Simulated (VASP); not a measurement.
# TlCl (Pm-3m) in VASP: further runs

TlCl is run at these levels: PBEsol; tasks: single point.

Everything below comes from runs of VASP 6.6.1. Logs are shortened: lines on timing, memory, paths and dates and some standing lists are left out, and cuts for length are marked.

## 1. The cell of the first run

The structure is cubic, space group Pm-3m (No. 221). Conventional cell: a = 3.834 Å, b = 3.834 Å, c = 3.834 Å, α = 90.00°, β = 90.00°, γ = 90.00°. Within 4.4 Å of Tl (site symmetry m-3m) lie 8 Cl at 3.32 Å and 6 Tl at 3.83 Å. Cl (site symmetry m-3m) has 8 Tl at 3.32 Å and 6 Cl at 3.83 Å within 4.4 Å.

## 2. Single point, PBEsol

INCAR

```
SYSTEM = TlCl
PREC = Accurate
ENCUT = 500
EDIFF = 1E-6
ISMEAR = 0
SIGMA = 0.01
LREAL = .FALSE.
LASPH = .TRUE.
NELM = 120
ALGO = Normal
ISIF = 2
LWAVE = .FALSE.
LCHARG = .FALSE.
GGA = PS
NBANDS = 17
GGA_COMPAT = .FALSE.
```

KPOINTS

```
regular mesh
0
G
  5 5 5
  0 0 0
```

POSCAR

```
TlCl
1.0
    3.8340000000      0.0000000000      0.0000000000
    0.0000000000      3.8340000000      0.0000000000
    0.0000000000      0.0000000000      3.8340000000
Tl Cl
1 1
Direct
    0.0000000000      0.0000000000      0.0000000000
    0.5000000000      0.5000000000      0.5000000000
```

Potentials or basis: VASP PAW PBE potentials, release 64 (Tl_d, Cl).

Run with:

```console
$ cat potpaw_PBE.64/Tl_d/POTCAR potpaw_PBE.64/Cl/POTCAR > POTCAR
$ mpirun -np 1 vasp_std > vasp.out
```

OUTCAR:

```text
SYSTEM = TlCl
   PREC = Accurate
   ENCUT = 500
   EDIFF = 1E-6
   ISMEAR = 0
   LREAL = .FALSE.
   LASPH = .TRUE.
   NELM = 120
   ISIF = 2
   GGA = PS

 ion  position               nearest neighbor table
   1  0.000  0.000  0.000-   2 3.32   2 3.32   2 3.32   2 3.32   2 3.32   2 3.32   2 3.32   2 3.32

   2  0.500  0.500  0.500-   1 3.32   1 3.32   1 3.32   1 3.32   1 3.32   1 3.32   1 3.32   1 3.32

  LATTYP: Found a simple cubic cell.
 ALAT       =     3.8340000000

  Lattice vectors:

 A1 = (   3.8340000000,   0.0000000000,   0.0000000000)
 A2 = (   0.0000000000,   3.8340000000,   0.0000000000)
 A3 = (   0.0000000000,   0.0000000000,   3.8340000000)

Analysis of symmetry for initial positions (statically):
=====================================================================
 Subroutine PRICEL returns:
 Original cell was already a primitive cell.

 Routine SETGRP: Setting up the symmetry group for a
 simple cubic supercell.

 Subroutine GETGRP returns: Found 48 space group operations
 (whereof 48 operations were pure point group operations)
 out of a pool of 48 trial point group operations.

The static configuration has the point symmetry O_h .

Analysis of symmetry for dynamics (positions and initial velocities):
=====================================================================
 Subroutine PRICEL returns:
 Original cell was already a primitive cell.

 Routine SETGRP: Setting up the symmetry group for a
 simple cubic supercell.

 Subroutine GETGRP returns: Found 48 space group operations
 (whereof 48 operations were pure point group operations)
 out of a pool of 48 trial point group operations.

The dynamic configuration has the point symmetry O_h .

 Subroutine INISYM returns: Found 48 space group operations
 (whereof 48 operations are pure point group operations),
 and found     1 'primitive' translations

----------------------------------------------------------------------------------------

                                     Primitive cell

  volume of cell :      56.3581

  direct lattice vectors                    reciprocal lattice vectors
     3.834000000  0.000000000  0.000000000     0.260824204  0.000000000  0.000000000
     0.000000000  3.834000000  0.000000000     0.000000000  0.260824204  0.000000000
     0.000000000  0.000000000  3.834000000     0.000000000  0.000000000  0.260824204

  length of vectors
     3.834000000  3.834000000  3.834000000     0.260824204  0.260824204  0.260824204

  position of ions in fractional coordinates (direct lattice)
     0.000000000  0.000000000  0.000000000
     0.500000000  0.500000000  0.500000000

  ion indices of the primitive-cell ions
   primitive index   ion index
                 1           1
                 2           2

----------------------------------------------------------------------------------------

 KPOINTS: regular mesh

Automatic generation of k-mesh.
 Grid dimensions read from file:
 generate k-points for:    5    5    5

 Generating k-lattice:

  Cartesian coordinates                     Fractional coordinates (reciprocal lattice)
     0.052164841  0.000000000  0.000000000     0.200000000  0.000000000  0.000000000
     0.000000000  0.052164841  0.000000000     0.000000000  0.200000000  0.000000000
     0.000000000  0.000000000  0.052164841     0.000000000  0.000000000  0.200000000

  Length of vectors
     0.052164841  0.052164841  0.052164841

  Shift w.r.t. Gamma in fractional coordinates (k-lattice)
     0.000000000  0.000000000  0.000000000

 Subroutine IBZKPT returns following result:
 ===========================================

 Found     10 irreducible k-points:

 Following reciprocal coordinates:
            Coordinates               Weight
  0.000000  0.000000  0.000000      1.000000
  0.200000  0.000000  0.000000      6.000000
  0.400000  0.000000  0.000000      6.000000
  0.200000  0.200000  0.000000     12.000000
  0.400000  0.200000  0.000000     24.000000
  0.400000  0.400000  0.000000     12.000000
  0.200000  0.200000  0.200000      8.000000
  0.400000  0.200000  0.200000     24.000000
  0.400000  0.400000  0.200000     24.000000
  0.400000  0.400000  0.400000      8.000000
   k-points           NKPTS =     10   k-points in BZ     NKDIM =     10   number of bands    NBANDS=     17
   number of dos      NEDOS =    301   number of ions     NIONS =      2
   total plane-waves  NPLWV =  21952
   dimension x,y,z NGX =    28 NGY =   28 NGZ =   28
   dimension x,y,z NGXF=    56 NGYF=   56 NGZF=   56
   ions per type =               1   1
   NGX,Y,Z   is equivalent  to a cutoff of  12.14, 12.14, 12.14 a.u.
   NGXF,Y,Z  is equivalent  to a cutoff of  24.28, 24.28, 24.28 a.u.
 SYSTEM =  TlCl
   PREC   = accura    normal or accurate (medium, high low for compatibility)
   ISTART =      0    job   : 0-new  1-cont  2-samecut
   ICHARG =      2    charge: 1-file 2-atom 10-const
   ISPIN  =      1    spin polarized calculation?
   LNONCOLLINEAR =      F non collinear calculations
   LSORBIT =      F    spin-orbit coupling
   LASPH  =      T    aspherical Exc in radial PAW
   ENCUT  =  500.0 eV  36.75 Ry    6.06 a.u.   6.99  6.99  6.99*2*pi/ulx,y,z
   NELM   =    120;   NELMIN=  2; NELMDL= -5     # of ELM steps
   EDIFF  = 0.1E-05   stopping-criterion for ELM
   LREAL  =      F    real-space projection
   EDIFFG = 0.1E-04   stopping-criterion for IOM
   NSW    =      0    number of steps for IOM
   IBRION =     -1    ionic relax: 0-MD 1-quasi-New 2-CG
   NFREE  =      0    steps in history (QN), initial steepest desc. (CG)
   ISIF   =      2    stress and relaxation
   ISYM   =      2    0-nonsym 1-usesym 2-fastsym
   POTIM  = 0.5000    time-step for ionic-motion
   TEBEG  =    0.0;   TEEND  =   0.0 temperature during run
   PSTRESS=    0.0 pullay stress
   NELECT =      20.0000    total number of electrons
   NUPDOWN=      -1.0000    fix difference up-down
   EMIN   =  10.00;   EMAX   =-10.00  energy-range for DOS
   EFERMI =   0.00;   METHOD = LEGACY
   ISMEAR =     0;   SIGMA  =   0.01  broadening in eV -4-tet -1-fermi 0-gaus
   EFERMI_NEDOS =   21; number of points for ismear=-14 and -15
   IALGO  =     38    algorithm
   IMIX   =      4    mixing-type and parameters
     AMIX     =   0.40;   BMIX     =  1.00
     AMIX_MAG =   1.60;   BMIX_MAG =  1.00
  volume/ion in A,a.u.               =      28.18       190.16
  Fermi-wavevector in a.u.,A,eV,Ry     =   1.159043  2.190273 18.277790  1.343380
  Thomas-Fermi vector in A             =   2.295639
   LORBIT       =      0    0 simple, 1 ext, 2 COOP (PROOUT), +10 PAW based schemes
   GGA     = PS    functional components
   LHFCALC =     F    Hartree Fock is set to
   AEXX    =    0.0000 exact exchange contribution
   IVDW    =     0    specifies the selected vdW correction
   LEPSILON=     F    determine dielectric tensor
   LRPA    =     F    only Hartree local field effects (RPA)
 non-spin polarized calculation
 Gauss-broadening in eV      SIGMA  =   0.01
  energy-cutoff  :      500.00
  volume of cell :       56.36
 maximum number of plane-waves:      1438
 NGX is ok and might be reduce to    28
   NGX = 13   NGY = 13   NGZ = 13

 number of electron      19.9999993 magnetization

 Free energy of the ion-electron system (eV)
  ---------------------------------------------------
  ext. energy  EPLUGINS =         0.00000000
  ---------------------------------------------------
  free energy    TOTEN  =        -6.45754057 eV

  energy without entropy =       -6.45754057  energy(sigma->0) =       -6.45754057

 E-fermi :   2.3908     XC(G=0):  -9.3688

 val. band max:        2.2799794099   @ k =   0.4000   0.0000   0.0000
 cond. band min:       5.0846575831   @ k =   0.4000   0.0000   0.0000
 fundamental gap:      2.8046781732
 Fermi energy:         2.3907902397

 k-point     1 :       0.0000    0.0000    0.0000
  band No.  band energies     occupation
      1     -11.1668      2.00000
      2      -7.3007      2.00000
      3      -7.3007      2.00000
      4      -7.0521      2.00000
      5      -7.0521      2.00000
      6      -7.0521      2.00000
[... 9 lines left out ...]
     16      14.9505      0.00000
     17      16.7679      0.00000

 k-point     2 :       0.2000    0.0000    0.0000
  band No.  band energies     occupation
      1     -11.0811      2.00000
      2      -7.2955      2.00000
      3      -7.2393      2.00000
      4      -7.0812      2.00000
      5      -7.0812      2.00000
      6      -7.0495      2.00000
[... 9 lines left out ...]
     16      16.2407      0.00000
     17      16.5515      0.00000

 k-point     3 :       0.4000    0.0000    0.0000
  band No.  band energies     occupation
      1     -10.9336      2.00000
      2      -7.2871      2.00000
      3      -7.1463      2.00000
      4      -7.1275      2.00000
      5      -7.1275      2.00000
      6      -7.0452      2.00000
[... 9 lines left out ...]
     16      15.2124      0.00000
     17      16.7239      0.00000

 k-point     4 :       0.2000    0.2000    0.0000
  band No.  band energies     occupation
      1     -11.0104      2.00000
      2      -7.2641      2.00000
      3      -7.2002      2.00000
      4      -7.0961      2.00000
      5      -7.0805      2.00000
      6      -7.0729      2.00000
[... 9 lines left out ...]
     16      14.5335      0.00000
     17      15.1714      0.00000

 k-point     5 :       0.4000    0.2000    0.0000
  band No.  band energies     occupation
      1     -10.8908      2.00000
      2      -7.2473      2.00000
      3      -7.1202      2.00000
      4      -7.1166      2.00000
      5      -7.1059      2.00000
      6      -7.0693      2.00000
[... 9 lines left out ...]
     16      15.0643      0.00000
     17      15.7930      0.00000

 k-point     6 :       0.4000    0.4000    0.0000
  band No.  band energies     occupation
      1     -10.8203      2.00000
      2      -7.2113      2.00000
      3      -7.1095      2.00000
      4      -7.1067      2.00000
      5      -7.0895      2.00000
      6      -7.0170      2.00000
[... 9 lines left out ...]
     16      14.2914      0.00000
     17      14.9361      0.00000

 k-point     7 :       0.2000    0.2000    0.2000
  band No.  band energies     occupation
      1     -10.9474      2.00000
      2      -7.1961      2.00000
      3      -7.1961      2.00000
      4      -7.1065      2.00000
      5      -7.1065      2.00000
      6      -7.0752      2.00000
[... 9 lines left out ...]
     16      15.8992      0.00000
     17      16.2978      0.00000

 k-point     8 :       0.4000    0.2000    0.2000
  band No.  band energies     occupation
      1     -10.8415      2.00000
      2      -7.1884      2.00000
      3      -7.1605      2.00000
      4      -7.1099      2.00000
      5      -7.0843      2.00000
      6      -7.0825      2.00000
[... 9 lines left out ...]
     16      14.5356      0.00000
     17      16.7879      0.00000

 k-point     9 :       0.4000    0.4000    0.2000
  band No.  band energies     occupation
      1     -10.7595      2.00000
      2      -7.1696      2.00000
      3      -7.1506      2.00000
      4      -7.1340      2.00000
      5      -7.1021      2.00000
      6      -7.0145      2.00000
[... 9 lines left out ...]
     16      14.2514      0.00000
     17      17.2258      0.00000

 k-point    10 :       0.4000    0.4000    0.4000
  band No.  band energies     occupation
      1     -10.6561      2.00000
      2      -7.2185      2.00000
      3      -7.2185      2.00000
      4      -7.1739      2.00000
      5      -7.0111      2.00000
      6      -7.0111      2.00000
[... 9 lines left out ...]
     16      14.6520      0.00000
     17      19.4892      0.00000

------------------------ aborting loop because EDIFF is reached ----------------------------------------

  FORCE on cell =-STRESS in cart. coord.  units (eV):
  Direction    XX          YY          ZZ          XY          YZ          ZX
  --------------------------------------------------------------------------------------
  -------------------------------------------------------------------------------------
  Total       -0.5010796     -0.5010796     -0.5010796     -0.0000000      0.0000000      0.0000000
  in kB      -14.2449520    -14.2449520    -14.2449520     -0.0000000      0.0000000      0.0000000
  external PRESSURE =     -14.2449520 kB  Pullay stress =       0.0000000 kB

 VOLUME and BASIS-vectors are now :
 -----------------------------------------------------------------------------
  energy-cutoff  :      500.00
  volume of cell :       56.36
      direct lattice vectors                 reciprocal lattice vectors
     3.834000000  0.000000000  0.000000000     0.260824204  0.000000000  0.000000000
     0.000000000  3.834000000  0.000000000     0.000000000  0.260824204  0.000000000
     0.000000000  0.000000000  3.834000000     0.000000000  0.000000000  0.260824204

 POSITION                                       TOTAL-FORCE (eV/Angst)
 -----------------------------------------------------------------------------------
      0.00000      0.00000      0.00000         0.000000      0.000000      0.000000
      1.91700      1.91700      1.91700         0.000000      0.000000      0.000000
 -----------------------------------------------------------------------------------
    total drift:                                0.000000      0.000000      0.000000

  FREE ENERGIE OF THE ION-ELECTRON SYSTEM (eV)
  ---------------------------------------------------
  free  energy   TOTEN  =        -6.4575405744 eV

  energy  without entropy=       -6.4575405744  energy(sigma->0) =       -6.45754057
```

It took 18 s on 1 thread of AMD EPYC 7R13, shared host; peak memory 0.12 GiB.

What came out:

* Free energy: -6.4575 eV
* Pressure: -1.4 GPa
* Band gap on the k mesh: 2.80 eV, direct

Levels at points of the mesh, in eV from the valence-band top:
```tsv
k point	band 6	band 7	band 8	band 9	band 10	band 11	band 12	band 13	band 14	band 15
(0.00, 0.00, 0.00)	-9.33	-4.31	-1.22	-1.22	-1.22	7.99	7.99	8.07	8.07	8.07
```

Caveat: the PAW data sets were made with another functional, which shifts forces and pressure a little; spin-orbit coupling is left out, which moves the levels of the heavy elements. As with any semilocal functional, this PBEsol gap is likely too small.

(Part 1 of 2 ends here.)
